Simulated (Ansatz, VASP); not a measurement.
One calculation of Ge, two programs

```
Ge
1.0
     3.97350    0.00000    0.00000
    -1.98675    3.44115    0.00000
     0.00000    0.00000    6.67961
Ge
4
Direct
  0.00000 0.00000 0.81377
  0.00000 0.00000 0.18623
  0.33333 0.66667 0.66243
  0.66667 0.33333 0.33757
```

Alike in both runs: functional PBE; k mesh 12 × 12 × 8; occupations gaussian, width 0.1 eV; no spin polarisation.

Ansatz relaxed the structure, and its values are those at the end. VASP's run is a single point on that final structure, the one shown.

|  | VASP | Ansatz |
| --- | --- | --- |
| version | VASP 6.6.1 | Ansatz 0.2.0 |
| potentials or method | VASP PAW PBE potentials, release 64 (Ge_d), cutoff 520 eV | scalar-relativistic, plane waves, PAW |
| valence electrons in the cell | 56 | 56 |

|  | VASP | Ansatz | Ansatz less VASP |
| --- | --- | --- | --- |
| gap on the k mesh at the Fermi level (eV) | none | none | - |
| pressure (GPa) | 0.0 | 0.0 | +0.03 |

A gap of «none» marks a metal or a gap that the smearing closes.
